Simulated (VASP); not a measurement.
# TiO2 (Anatase) (I4_1/amd) in VASP: single point with LDA

Aim: the single point of TiO2 (Anatase) with LDA.

All numbers are computed with VASP 6.6.1; they aren't measurements. Logs are shortened: lines on timing, memory, paths and dates and some standing lists are left out, and cuts for length are marked.

### Step 1. The cell of the first run

It takes space group I4_1/amd (No. 141, tetragonal). Conventional cell: a = 3.784 Å, b = 3.784 Å, c = 9.515 Å, α = 90.00°, β = 90.00°, γ = 90.00°. Ti (site symmetry -4m2) has 6 O at 1.93 to 1.98 Å within 2.6 Å. O (site symmetry 2mm) has 3 Ti at 1.93 to 1.98 Å and 2 O at 2.47 Å within 2.6 Å.

### Step 2. Single point, LDA

File INCAR:

```
SYSTEM = TiO2
PREC     = Accurate       ! precision mode
ENCUT    = 520            ! plane-wave cutoff, eV
EDIFF    = 1E-7           ! SCF threshold, eV
ISMEAR   = 0              ! smearing method
SIGMA    = 0.01           ! smearing width, eV
LREAL    = .FALSE.        ! projectors in reciprocal space
LASPH    = .TRUE.         ! aspherical terms in the spheres
NELM     = 60             ! most SCF steps
ALGO     = Normal         ! electronic algorithm
ISIF     = 2              ! what is computed and relaxed
LWAVE    = .FALSE.        ! write WAVECAR
LCHARG   = .FALSE.        ! write CHGCAR
GGA      = CA             ! functional
NBANDS   = 33             ! bands
```

File KPOINTS:

```
regular mesh
0
G
  5 5 5
  0 0 0
```

File POSCAR:

```
TiO2
1.0
    5.4582041584     -0.0000002816     -0.0000003231
    2.8345991601      4.6644442580     -0.0000003231
   -4.1464015009     -2.3322218991      2.6758341207
Ti O
2 4
Direct
    0.0000000000      0.0000000000      0.0000000000
    0.7500000000      0.2500000000      0.5000000000
    0.2081000000      0.2081000000      0.0000000000
    0.9581000000      0.4581000000      0.5000000000
    0.5419000000      0.0419000000      0.5000000000
    0.7919000000      0.7919000000      0.0000000000
```

Potentials or basis: VASP PAW LDA potentials, release 64 (Ti_sv, O).

Run with:

```bash
> cat potpaw_LDA.64/Ti_sv/POTCAR potpaw_LDA.64/O/POTCAR > POTCAR
> mpirun -np 1 vasp_std > vasp.out
```

OUTCAR:

```text
SYSTEM = TiO2
   PREC = Accurate
   ENCUT = 520
   EDIFF = 1E-7
   ISMEAR = 0
   LREAL = .FALSE.
   LASPH = .TRUE.
   NELM = 60
   ISIF = 2
   GGA = CA

 ion  position               nearest neighbor table
   1  0.000  0.000  0.000-   5 1.93   5 1.93   4 1.93   4 1.93   3 1.98   6 1.98
   2  0.750  0.250  0.500-   3 1.93   3 1.93   6 1.93   6 1.93   4 1.98   5 1.98
   3  0.208  0.208  0.000-   2 1.93   2 1.93   1 1.98
   4  0.958  0.458  0.500-   1 1.93   1 1.93   2 1.98
   5  0.542  0.042  0.500-   1 1.93   1 1.93   2 1.98
   6  0.792  0.792  0.000-   2 1.93   2 1.93   1 1.98

  LATTYP: Found a body centered tetragonal cell.
 ALAT       =     3.7842004473
 C/A-ratio  =     2.5142961447

  Lattice vectors:

 A1 = (   5.4582041584,  -0.0000002816,  -0.0000003231)
 A2 = (   2.8345991601,   4.6644442580,  -0.0000003231)
 A3 = (  -4.1464015009,  -2.3322218991,   2.6758341207)

Analysis of symmetry for initial positions (statically):
=====================================================================
 Subroutine PRICEL returns:
 Original cell was already a primitive cell.

 Routine SETGRP: Setting up the symmetry group for a
 body centered tetragonal supercell.

 Subroutine GETGRP returns: Found 16 space group operations
 (whereof  8 operations were pure point group operations)
 out of a pool of 16 trial point group operations.

The static configuration has the point symmetry D_2d.
 The point group associated with its full space group is D_4h.

Analysis of symmetry for dynamics (positions and initial velocities):
=====================================================================
 Subroutine PRICEL returns:
 Original cell was already a primitive cell.

 Routine SETGRP: Setting up the symmetry group for a
 body centered tetragonal supercell.

 Subroutine GETGRP returns: Found 16 space group operations
 (whereof  8 operations were pure point group operations)
 out of a pool of 16 trial point group operations.

The dynamic configuration has the point symmetry D_2d.
 The point group associated with its full space group is D_4h.

 Subroutine INISYM returns: Found 16 space group operations
 (whereof  8 operations are pure point group operations),
 and found     1 'primitive' translations

----------------------------------------------------------------------------------------

                                     Primitive cell

  volume of cell :      68.1254

  direct lattice vectors                    reciprocal lattice vectors
     5.458204158 -0.000000282 -0.000000323     0.183210448 -0.111337620  0.186857637
     2.834599160  4.664444258 -0.000000323     0.000000022  0.214387812  0.186857637
    -4.146401501 -2.332221899  2.675834121     0.000000022  0.000000012  0.373715289

  length of vectors
     5.458204158  5.458204158  5.458204158     0.284390419  0.284390419  0.373715289

  position of ions in fractional coordinates (direct lattice)
     0.000000000  0.000000000  0.000000000
     0.750000000  0.250000000  0.500000000
     0.208100000  0.208100000  0.000000000
     0.958100000  0.458100000  0.500000000
     0.541900000  0.041900000  0.500000000
     0.791900000  0.791900000  0.000000000

  ion indices of the primitive-cell ions
   primitive index   ion index
                 1           1
                 2           2
                 3           3
                 4           4
                 5           5
                 6           6

----------------------------------------------------------------------------------------

 KPOINTS: regular mesh

Automatic generation of k-mesh.
 Grid dimensions read from file:
 generate k-points for:    5    5    5

 Generating k-lattice:

  Cartesian coordinates                     Fractional coordinates (reciprocal lattice)
     0.036642090 -0.022267524  0.037371527     0.200000000 -0.000000000 -0.000000000
     0.000000004  0.042877562  0.037371527     0.000000000  0.200000000 -0.000000000
     0.000000004  0.000000002  0.074743058     0.000000000 -0.000000000  0.200000000

  Length of vectors
     0.056878084  0.056878084  0.074743058

  Shift w.r.t. Gamma in fractional coordinates (k-lattice)
     0.000000000  0.000000000  0.000000000

 Subroutine IBZKPT returns following result:
 ===========================================

 Found     18 irreducible k-points:

 Following reciprocal coordinates:
            Coordinates               Weight
  0.000000  0.000000  0.000000      1.000000
  0.200000  0.000000 -0.000000      8.000000
  0.400000  0.000000 -0.000000      8.000000
  0.200000  0.200000  0.000000      8.000000
  0.400000  0.200000  0.000000     16.000000
 -0.400000  0.200000  0.000000     16.000000
[... 10 lines left out ...]
 -0.400000  0.400000  0.400000      4.000000
 -0.400000 -0.400000  0.400000      2.000000
   k-points           NKPTS =     18   k-points in BZ     NKDIM =     18   number of bands    NBANDS=     33
   number of dos      NEDOS =    301   number of ions     NIONS =      6
   total plane-waves  NPLWV =  74088
   dimension x,y,z NGX =    42 NGY =   42 NGZ =   42
   dimension x,y,z NGXF=    84 NGYF=   84 NGZF=   84
   ions per type =               2   4
   NGX,Y,Z   is equivalent  to a cutoff of  12.79, 12.79, 12.79 a.u.
   NGXF,Y,Z  is equivalent  to a cutoff of  25.58, 25.58, 25.58 a.u.
 SYSTEM =  TiO2
   PREC   = accura    normal or accurate (medium, high low for compatibility)
   ISTART =      0    job   : 0-new  1-cont  2-samecut
   ICHARG =      2    charge: 1-file 2-atom 10-const
   ISPIN  =      1    spin polarized calculation?
   LNONCOLLINEAR =      F non collinear calculations
   LSORBIT =      F    spin-orbit coupling
   LASPH  =      T    aspherical Exc in radial PAW
   ENCUT  =  520.0 eV  38.22 Ry    6.18 a.u.  10.15 10.15 10.15*2*pi/ulx,y,z
   NELM   =     60;   NELMIN=  2; NELMDL= -5     # of ELM steps
   EDIFF  = 0.1E-06   stopping-criterion for ELM
   LREAL  =      F    real-space projection
   EDIFFG = 0.1E-05   stopping-criterion for IOM
   NSW    =      0    number of steps for IOM
   IBRION =     -1    ionic relax: 0-MD 1-quasi-New 2-CG
   NFREE  =      0    steps in history (QN), initial steepest desc. (CG)
   ISIF   =      2    stress and relaxation
   ISYM   =      2    0-nonsym 1-usesym 2-fastsym
   POTIM  = 0.5000    time-step for ionic-motion
   TEBEG  =    0.0;   TEEND  =   0.0 temperature during run
   PSTRESS=    0.0 pullay stress
   NELECT =      48.0000    total number of electrons
   NUPDOWN=      -1.0000    fix difference up-down
   EMIN   =  10.00;   EMAX   =-10.00  energy-range for DOS
   EFERMI =   0.00;   METHOD = LEGACY
   ISMEAR =     0;   SIGMA  =   0.01  broadening in eV -4-tet -1-fermi 0-gaus
   EFERMI_NEDOS =   21; number of points for ismear=-14 and -15
   IALGO  =     38    algorithm
   IMIX   =      4    mixing-type and parameters
     AMIX     =   0.40;   BMIX     =  1.00
     AMIX_MAG =   1.60;   BMIX_MAG =  1.00
  volume/ion in A,a.u.               =      11.35        76.62
  Fermi-wavevector in a.u.,A,eV,Ry     =   1.456752  2.752862 28.873284  2.122126
  Thomas-Fermi vector in A             =   2.573634
   LORBIT       =      0    0 simple, 1 ext, 2 COOP (PROOUT), +10 PAW based schemes
   GGA     = CA    functional components
   LHFCALC =     F    Hartree Fock is set to
   AEXX    =    0.0000 exact exchange contribution
   IVDW    =     0    specifies the selected vdW correction
   LEPSILON=     F    determine dielectric tensor
   LRPA    =     F    only Hartree local field effects (RPA)
 non-spin polarized calculation
 Gauss-broadening in eV      SIGMA  =   0.01
  energy-cutoff  :      520.00
  volume of cell :       68.13
 maximum number of plane-waves:      1849
 NGX is ok and might be reduce to    42
   NGX = 21   NGY = 21   NGZ = 21

 number of electron      47.9999989 magnetization

 Free energy of the ion-electron system (eV)
  ---------------------------------------------------
  ext. energy  EPLUGINS =         0.00000000
  ---------------------------------------------------
  free energy    TOTEN  =       -58.80773692 eV

  energy without entropy =      -58.80773692  energy(sigma->0) =      -58.80773692

 E-fermi :   3.1742     XC(G=0): -11.3436

 val. band max:        3.0844063385   @ k =  -0.4000   0.4000   0.0000
 cond. band min:       5.0872136210   @ k =   0.0000   0.0000   0.0000
 fundamental gap:      2.0028072825
 Fermi energy:         3.1742430749

 k-point     1 :       0.0000    0.0000    0.0000
  band No.  band energies     occupation
      1     -52.5717      2.00000
      2     -52.5064      2.00000
      3     -29.4538      2.00000
      4     -29.2007      2.00000
      5     -29.2007      2.00000
      6     -29.1250      2.00000
[... 25 lines left out ...]
     32       8.4353      0.00000
     33       8.4525      0.00000

 k-point     2 :       0.2000    0.0000   -0.0000
  band No.  band energies     occupation
      1     -52.5664      2.00000
      2     -52.5102      2.00000
      3     -29.4430      2.00000
      4     -29.2482      2.00000
      5     -29.2042      2.00000
      6     -29.1433      2.00000
[... 25 lines left out ...]
     32       8.8090      0.00000
     33       9.1667      0.00000

 k-point     3 :       0.4000    0.0000   -0.0000
  band No.  band energies     occupation
      1     -52.5554      2.00000
      2     -52.5184      2.00000
      3     -29.4251      2.00000
      4     -29.3230      2.00000
      5     -29.2090      2.00000
      6     -29.1613      2.00000
[... 25 lines left out ...]
     32       9.1360      0.00000
     33       9.6127      0.00000

 k-point     4 :       0.2000    0.2000    0.0000
  band No.  band energies     occupation
      1     -52.5588      2.00000
      2     -52.5161      2.00000
      3     -29.4204      2.00000
      4     -29.2803      2.00000
      5     -29.2302      2.00000
      6     -29.1575      2.00000
[... 457 lines left out ...]
     32       8.3485      0.00000
     33       8.5147      0.00000

 k-point    17 :      -0.4000    0.4000    0.4000
  band No.  band energies     occupation
      1     -52.5415      2.00000
      2     -52.5352      2.00000
      3     -29.3233      2.00000
      4     -29.2721      2.00000
      5     -29.2221      2.00000
      6     -29.1917      2.00000
[... 25 lines left out ...]
     32       8.8564      0.00000
     33       9.0085      0.00000

 k-point    18 :      -0.4000   -0.4000    0.4000
  band No.  band energies     occupation
      1     -52.5493      2.00000
      2     -52.5291      2.00000
      3     -29.3140      2.00000
      4     -29.2238      2.00000
      5     -29.2238      2.00000
      6     -29.1861      2.00000
[... 25 lines left out ...]
     32       8.1794      0.00000
     33       8.7224      0.00000

------------------------ aborting loop because EDIFF is reached ----------------------------------------

  FORCE on cell =-STRESS in cart. coord.  units (eV):
  Direction    XX          YY          ZZ          XY          YZ          ZX
  --------------------------------------------------------------------------------------
  -------------------------------------------------------------------------------------
  Total       -2.1956506     -2.3976574     -2.4911426      0.1662051     -0.0000000     -0.0000000
  in kB      -51.6374730    -56.3882847    -58.5868761      3.9088231     -0.0000003     -0.0000005
  external PRESSURE =     -55.5375446 kB  Pullay stress =       0.0000000 kB

 VOLUME and BASIS-vectors are now :
 -----------------------------------------------------------------------------
  energy-cutoff  :      520.00
  volume of cell :       68.13
      direct lattice vectors                 reciprocal lattice vectors
     5.458204158 -0.000000282 -0.000000323     0.183210448 -0.111337620  0.186857637
     2.834599160  4.664444258 -0.000000323     0.000000022  0.214387812  0.186857637
    -4.146401501 -2.332221899  2.675834121     0.000000022  0.000000012  0.373715289

 POSITION                                       TOTAL-FORCE (eV/Angst)
 -----------------------------------------------------------------------------------
      0.00000      0.00000      0.00000         0.000000     -0.000000     -0.000000
      2.72910     -0.00000      1.33792         0.000000     -0.000000      0.000000
      1.72573      0.97067     -0.00000        -0.080568     -0.045317      0.000000
      4.45483      0.97067      1.33792        -0.080568     -0.045317      0.000000
      1.00337     -0.97067      1.33792         0.080568      0.045317     -0.000000
      6.56707      3.69377     -0.00000         0.080568      0.045317     -0.000000
 -----------------------------------------------------------------------------------
    total drift:                                0.000000     -0.000000      0.000000

  FREE ENERGIE OF THE ION-ELECTRON SYSTEM (eV)
  ---------------------------------------------------
  free  energy   TOTEN  =       -58.8077369170 eV

  energy  without entropy=      -58.8077369170  energy(sigma->0) =      -58.80773692
```

Run time: 84 s. Hardware: 1 thread of Intel Xeon Platinum 8259CL at 2.50GHz (Skylake/Cascade Lake), shared host; peak memory 0.22 GiB.

What came out:

```
Free energy            : -58.8077 eV
Pressure               : -5.6 GPa
Largest force          : 0.092 eV/Å
Band gap on the k mesh : 2.00 eV, indirect (least direct gap 2.35 eV)
```

Forces in eV/Å, atoms in the order of the input:
```
Ti   0.000  0.000  0.000
Ti   0.000  0.000  0.000
O   -0.081 -0.045  0.000
O   -0.081 -0.045  0.000
O    0.081  0.045  0.000
O    0.081  0.045  0.000
```

Caveat: the k points lie up to 0.47 Å⁻¹ apart.
